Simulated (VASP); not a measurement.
# Au (P6_3/mmc) in VASP: further runs

Runs on Au. Level: PBE. Tasks: single point, relaxation of cell and atoms.

All numbers are computed with VASP 6.6.1; they aren't measurements. Logs are shortened: lines on timing, memory, paths and dates and some standing lists are left out, and cuts for length are marked.

### 1 The cell of the first run

The structure is hexagonal, space group P6_3/mmc (No. 194). Conventional cell: a = 2.950 Å, b = 2.950 Å, c = 4.800 Å, α = 90.00°, β = 90.00°, γ = 120.00°. Au (site symmetry -6m2) has 12 Au at 2.94 to 2.95 Å within 3.9 Å.

### 2 Single point, PBE

File INCAR:

```
ALGO = Normal ; EDIFF = 1E-6
ENCUT = 520 ; GGA = PE
ISIF = 2 ; ISMEAR = 0
LASPH = True ; LCHARG = False
LREAL = False ; LWAVE = False
NBANDS = 18 ; NELM = 100
PREC = Accurate ; SIGMA = 0.05
```

File KPOINTS:

```
k-points
0
Gamma
  8 8 4
```

File POSCAR:

```
Au
1.0
    2.9501219552      0.0000000000      0.0000000000
   -1.4750609776      2.5548805575      0.0000000000
    0.0000000000      0.0000000000      4.7997738676
Au
2
Direct
    0.3333333333      0.6666666667      0.7500000000
    0.6666666667      0.3333333333      0.2500000000
```

Potentials or basis: VASP PAW PBE potentials, release 64 (Au).

Started as:

```bash
cat potpaw_PBE.64/Au/POTCAR > POTCAR
mpirun -np 1 vasp_std > vasp.out
```

OUTCAR:

```text
EDIFF = 1E-6
   ENCUT = 520
   GGA = PE
   ISIF = 2
   ISMEAR = 0
   LASPH = True
   LREAL = False
   NELM = 100
   PREC = Accurate

 ion  position               nearest neighbor table
   1  0.333  0.667  0.750-   2 2.94   2 2.94   2 2.94   2 2.94   2 2.94   2 2.94
   2  0.667  0.333  0.250-   1 2.94   1 2.94   1 2.94   1 2.94   1 2.94   1 2.94

  LATTYP: Found a hexagonal cell.
 ALAT       =     2.9501219552
 C/A-ratio  =     1.6269747287

  Lattice vectors:

 A1 = (   2.9501219552,   0.0000000000,   0.0000000000)
 A2 = (  -1.4750609776,   2.5548805575,   0.0000000000)
 A3 = (   0.0000000000,   0.0000000000,   4.7997738676)

Analysis of symmetry for initial positions (statically):
=====================================================================
 Subroutine PRICEL returns:
 Original cell was already a primitive cell.

 Routine SETGRP: Setting up the symmetry group for a
 hexagonal supercell.

 Subroutine GETGRP returns: Found 24 space group operations
 (whereof 12 operations were pure point group operations)
 out of a pool of 24 trial point group operations.

The static configuration has the point symmetry D_3d.
 The point group associated with its full space group is D_6h.

Analysis of symmetry for dynamics (positions and initial velocities):
=====================================================================
 Subroutine PRICEL returns:
 Original cell was already a primitive cell.

 Routine SETGRP: Setting up the symmetry group for a
 hexagonal supercell.

 Subroutine GETGRP returns: Found 24 space group operations
 (whereof 12 operations were pure point group operations)
 out of a pool of 24 trial point group operations.

The dynamic configuration has the point symmetry D_3d.
 The point group associated with its full space group is D_6h.

 Subroutine INISYM returns: Found 24 space group operations
 (whereof 12 operations are pure point group operations),
 and found     1 'primitive' translations

----------------------------------------------------------------------------------------

                                     Primitive cell

  volume of cell :      36.1769

  direct lattice vectors                    reciprocal lattice vectors
     2.950121955  0.000000000  0.000000000     0.338969038  0.195703865  0.000000000
    -1.475060978  2.554880558  0.000000000     0.000000000  0.391407730  0.000000000
     0.000000000  0.000000000  4.799773868     0.000000000  0.000000000  0.208343149

[... 82 lines left out ...]
   NELM   =    100;   NELMIN=  2; NELMDL= -5     # of ELM steps
   EDIFF  = 0.1E-05   stopping-criterion for ELM
   LREAL  =      F    real-space projection
   EDIFFG = 0.1E-04   stopping-criterion for IOM
   NSW    =      0    number of steps for IOM
   IBRION =     -1    ionic relax: 0-MD 1-quasi-New 2-CG
   NFREE  =      0    steps in history (QN), initial steepest desc. (CG)
   ISIF   =      2    stress and relaxation
   ISYM   =      2    0-nonsym 1-usesym 2-fastsym
   POTIM  = 0.5000    time-step for ionic-motion
   TEBEG  =    0.0;   TEEND  =   0.0 temperature during run
   PSTRESS=    0.0 pullay stress
   NELECT =      22.0000    total number of electrons
   NUPDOWN=      -1.0000    fix difference up-down
   EMIN   =  10.00;   EMAX   =-10.00  energy-range for DOS
   EFERMI =   0.00;   METHOD = LEGACY
   ISMEAR =     0;   SIGMA  =   0.05  broadening in eV -4-tet -1-fermi 0-gaus
   EFERMI_NEDOS =   21; number of points for ismear=-14 and -15
   IALGO  =     38    algorithm
   IMIX   =      4    mixing-type and parameters
     AMIX     =   0.40;   BMIX     =  1.00
     AMIX_MAG =   1.60;   BMIX_MAG =  1.00
  volume/ion in A,a.u.               =      18.09       122.07
  Fermi-wavevector in a.u.,A,eV,Ry     =   1.386986  2.621023 26.173922  1.923729
  Thomas-Fermi vector in A             =   2.511250
   LORBIT       =      0    0 simple, 1 ext, 2 COOP (PROOUT), +10 PAW based schemes
   GGA     = PE    functional components
   LHFCALC =     F    Hartree Fock is set to
   AEXX    =    0.0000 exact exchange contribution
   IVDW    =     0    specifies the selected vdW correction
   LEPSILON=     F    determine dielectric tensor
   LRPA    =     F    only Hartree local field effects (RPA)
 non-spin polarized calculation
 Gauss-broadening in eV      SIGMA  =   0.05
  energy-cutoff  :      520.00
  volume of cell :       36.18
 maximum number of plane-waves:      1002
 NGX is ok and might be reduce to    24
   NGX = 11   NGY = 11   NGZ = 17

 number of electron      22.0000001 magnetization

 Free energy of the ion-electron system (eV)
  ---------------------------------------------------
  ext. energy  EPLUGINS =         0.00000000
  ---------------------------------------------------
  free energy    TOTEN  =        -6.39222945 eV

  energy without entropy =       -6.38906024  energy(sigma->0) =       -6.39064484

 E-fermi :   8.3883     XC(G=0): -12.3593

 val. band max:        8.3826478043   @ k =   0.2500   0.2500   0.2500
 cond. band min:       8.5461917359   @ k =   0.5000   0.0000   0.2500
 fundamental gap:      0.1635439317
 Fermi energy:         8.3883200403

 k-point     1 :       0.0000    0.0000    0.0000
  band No.  band energies     occupation
      1      -0.7290      2.00000
      2       1.7367      2.00000
      3       4.1407      2.00000
      4       4.2473      2.00000
      5       4.2473      2.00000
      6       4.5630      2.00000
[... 481 lines left out ...]
      5       5.1652      2.00000
      6       5.1652      2.00000
[... 10 lines left out ...]
     17      22.3641      0.00000
     18      22.3641      0.00000

 [... further k-points ...]

------------------------ aborting loop because EDIFF is reached ----------------------------------------

  FORCE on cell =-STRESS in cart. coord.  units (eV):
  Direction    XX          YY          ZZ          XY          YZ          ZX
  --------------------------------------------------------------------------------------
  -------------------------------------------------------------------------------------
  Total       -0.0491204     -0.0491204     -0.1149349      0.0000000      0.0000000      0.0000000
  in kB       -2.1754092     -2.1754092     -5.0901572      0.0000000      0.0000000      0.0000000
  external PRESSURE =      -3.1469919 kB  Pullay stress =       0.0000000 kB

 VOLUME and BASIS-vectors are now :
 -----------------------------------------------------------------------------
  energy-cutoff  :      520.00
  volume of cell :       36.18
      direct lattice vectors                 reciprocal lattice vectors
     2.950121955  0.000000000  0.000000000     0.338969038  0.195703865  0.000000000
    -1.475060978  2.554880558  0.000000000     0.000000000  0.391407730  0.000000000
     0.000000000  0.000000000  4.799773868     0.000000000  0.000000000  0.208343149

 POSITION                                       TOTAL-FORCE (eV/Angst)
 -----------------------------------------------------------------------------------
     -0.00000      1.70325      3.59983         0.000000     -0.000000      0.000000
      1.47506      0.85163      1.19994        -0.000000      0.000000      0.000000
 -----------------------------------------------------------------------------------
    total drift:                               -0.000000      0.000000     -0.000000

  FREE ENERGIE OF THE ION-ELECTRON SYSTEM (eV)
  ---------------------------------------------------
  free  energy   TOTEN  =        -6.3922294516 eV

  energy  without entropy=       -6.3890602383  energy(sigma->0) =       -6.39064484
```

It took 7.6 s on 1 thread of Intel Xeon 6975P-C (Granite Rapids), shared host; peak memory 0.15 GiB.

What came out:

```
Free energy            : -6.3922 eV
Pressure               : -0.3 GPa
Band gap on the k mesh : zero (band 11 reaches 11.70 eV, above the bottom of band 12 at 5.95 eV)
```

Levels at points of the mesh, in eV from the Fermi level:
```tsv
k point	band 9	band 10	band 11	band 12	band 13	band 14
(0.00, 0.00, 0.00)	-3.39	-2.01	-2.01	-0.54	2.90	14.55
(0.50, 0.00, 0.00)	-1.73	-1.63	0.39	1.40	5.94	7.24
(0.00, 0.00, 0.50)	-2.44	-2.44	-2.44	-2.44	11.05	11.05
(0.50, 0.00, 0.50)	-1.71	-1.71	0.67	0.67	3.71	3.71
```

Caveat: spin-orbit coupling is left out, which moves the levels of the heavy elements.

### 3 Relaxation of cell and atoms, PBE

This run uses another cell than the first one, of 16.98 Å³/atom, 0.939 times its volume.

File INCAR:

```
  PREC = Accurate
  ENCUT = 600
  EDIFF = 1E-6
  ISMEAR = 0
  SIGMA = 0.05
  LREAL = False
  LASPH = True
  NELM = 100
  ALGO = Normal
  ISIF = 3
  LWAVE = False
  LCHARG = False
  GGA = PE
  IBRION = 2
  NSW = 80
  EDIFFG = -0.03
```

File KPOINTS:

```
regular mesh
0
Gamma
  8 8 4
```

File POSCAR:

```
Au
1.0
    2.8847937833      0.0000000000      0.0000000000
   -1.4423968916      2.4983047010      0.0000000000
    0.0000000000      0.0000000000      4.7118298460
Au
2
Direct
    0.3333333333      0.6666666667      0.7500000000
    0.6666666667      0.3333333333      0.2500000000
```

Potentials or basis: VASP PAW PBE potentials, release 64 (Au).

Started as:

```bash
cat potpaw_PBE.64/Au/POTCAR > POTCAR
mpirun -np 1 vasp_std > vasp.out
```

OUTCAR:

```text
PREC = Accurate
   ENCUT = 600
   EDIFF = 1E-6
   ISMEAR = 0
   LREAL = False
   LASPH = True
   NELM = 100
   ISIF = 3
   GGA = PE
   IBRION = 2
   NSW = 80
   EDIFFG = -0.03

 ion  position               nearest neighbor table
   1  0.333  0.667  0.750-   2 2.89   2 2.89   2 2.89   2 2.89   2 2.89   2 2.89
   2  0.667  0.333  0.250-   1 2.89   1 2.89   1 2.89   1 2.89   1 2.89   1 2.89

  LATTYP: Found a hexagonal cell.
 ALAT       =     2.8847937833
 C/A-ratio  =     1.6333333333

  Lattice vectors:

 A1 = (   2.8847937833,   0.0000000000,   0.0000000000)
 A2 = (  -1.4423968916,   2.4983047010,   0.0000000000)
 A3 = (   0.0000000000,   0.0000000000,   4.7118298460)

Analysis of symmetry for initial positions (statically):
[... 344 lines left out ...]
      5       4.2673      2.00000
      6       4.5842      2.00000
      7       4.5842      2.00000
      8       5.0174      2.00000
      9       5.0174      2.00000
     10       6.4035      2.00000
     11       6.4035      2.00000
     12       7.8729      2.00000
     13      11.3293      0.00000
     14      22.9684      0.00000
[... 401 lines left out ...]
      2       2.1515      2.00000
      3       3.2235      2.00000
      4       3.2235      2.00000
      5       5.1885      2.00000
      6       5.1885      2.00000
      7       5.6505      2.00000
      8       5.6505      2.00000
      9       6.4064      2.00000
     10       6.4064      2.00000
     11       7.5230      2.00000
     12       7.5230      2.00000
     13      14.8714      0.00000
     14      14.8714      0.00000
     15      21.5664      0.00000

 [... further k-points ...]

------------------------ aborting loop because EDIFF is reached ----------------------------------------

  FORCE on cell =-STRESS in cart. coord.  units (eV):
  Direction    XX          YY          ZZ          XY          YZ          ZX
  --------------------------------------------------------------------------------------
  -------------------------------------------------------------------------------------
  Total        0.0189509      0.0189509     -0.0469932      0.0000000      0.0000000      0.0000000
  in kB        0.8408557      0.8408557     -2.0850967      0.0000000      0.0000000      0.0000000
  external PRESSURE =      -0.1344617 kB  Pullay stress =       0.0000000 kB
[... 17 lines left out ...]
  FREE ENERGIE OF THE ION-ELECTRON SYSTEM (eV)
  ---------------------------------------------------
  free  energy   TOTEN  =        -6.3914741500 eV

  energy  without entropy=       -6.3883278000  energy(sigma->0) =       -6.38990098

 reached required accuracy - stopping structural energy minimisation
```

OSZICAR:

```text
N       E                     dE             d eps       ncg     rms          rms(c)
DAV:   1     0.132503559871E+03    0.13250E+03   -0.13008E+04   900   0.160E+03
DAV:   2    -0.520935852485E+01   -0.13771E+03   -0.13307E+03   984   0.308E+02
DAV:   3    -0.685423116759E+01   -0.16449E+01   -0.16353E+01  1117   0.359E+01
DAV:   4    -0.686096904022E+01   -0.67379E-02   -0.67375E-02  1061   0.229E+00
[... 36 lines left out ...]
DAV:   1    -0.639258517119E+01   -0.13655E-02   -0.61715E-02   977   0.204E+00    0.161E-01
DAV:   2    -0.639179734077E+01    0.78783E-03   -0.49409E-04   963   0.222E-01    0.847E-02
DAV:   3    -0.639147084784E+01    0.32649E-03   -0.58818E-04   977   0.219E-01    0.182E-02
DAV:   4    -0.639147352693E+01   -0.26791E-05   -0.24530E-05   998   0.423E-02    0.151E-02
DAV:   5    -0.639147415004E+01   -0.62311E-06   -0.56629E-07   562   0.622E-03
   5 F= -.63914742E+01 E0= -.63899010E+01  d E =-.254501E-03
```

CONTCAR:

```text
Au
   1.00000000000000
     2.9481566631711722    0.0000000000012722   -0.0000000000000000
    -1.4740783315333861    2.5531785646236034    0.0000000000000000
    -0.0000000000000000    0.0000000000000000    4.7971950780149148
  Au
     2
Direct
     0.3333333332999970    0.6666666667000030    0.7500000000000000
     0.6666666667000030    0.3333333332999970    0.2500000000000000

  0.00000000E+00  0.00000000E+00  0.00000000E+00
  0.00000000E+00  0.00000000E+00  0.00000000E+00
```

Wall time 25 s (1 thread of Intel Xeon 6975P-C (Granite Rapids), shared host); peak memory 0.17 GiB.

What came out:

- Free energy: -6.3915 eV
- Relaxed volume: 18.05 Å³/atom
- Relaxed cell: a = 2.948 Å, b = 2.948 Å, c = 4.797 Å, α = 90.00°, β = 90.00°, γ = 120.00°
- Space group after relaxing (to 0.05 Å): P6_3/mmc (No. 194)
- Energy gained by relaxing: 31.0 meV/atom
- Ionic steps: 5
- Pressure after relaxing: 0.0 GPa
- Band gap on the k mesh: zero (band 11 reaches 11.73 eV, above the bottom of band 12 at 5.98 eV)

Step by step:
```tsv
step	energy change (eV)	largest force (eV/Å)	pressure (GPa)	volume (Å³)
1	0.0000	0.0000	9.73	33.96
2	0.0367	0.0000	-9.00	39.28
3	-0.0617	0.0000	-0.17	36.15
4	-0.0618	0.0000	0.00	36.10
5	-0.0620	0.0000	-0.01	36.11
```

Final structure:
```cif
data_structure
_symmetry_space_group_name_H-M 'P 1'
_symmetry_Int_Tables_number 1
_cell_length_a 2.9482
_cell_length_b 2.9482
_cell_length_c 4.7972
_cell_angle_alpha 90.000
_cell_angle_beta 90.000
_cell_angle_gamma 120.000
_cell_volume 36.11
loop_
_atom_site_label
_atom_site_type_symbol
_atom_site_fract_x
_atom_site_fract_y
_atom_site_fract_z
_atom_site_occupancy
Au1 Au 0.33333 0.66667 0.75000 1
Au2 Au 0.66667 0.33333 0.25000 1
```

Levels at points of the mesh, in eV from the Fermi level:
```csv
k point,band 8,band 9,band 10,band 11,band 12,band 13,band 14,band 15
"(0.00, 0.00, 0.00)",-3.40,-3.40,-2.02,-2.02,-0.55,2.91,14.55,16.32
"(0.50, 0.00, 0.00)",-1.83,-1.73,-1.63,0.39,1.40,5.95,7.25,7.37
"(0.00, 0.00, 0.50)",-4.23,-2.44,-2.44,-2.44,-2.44,11.06,11.06,14.81
"(0.50, 0.00, 0.50)",-2.19,-1.71,-1.71,0.66,0.66,3.72,3.72,13.21
```

Caveat: spin-orbit coupling is left out, which moves the levels of the heavy elements.
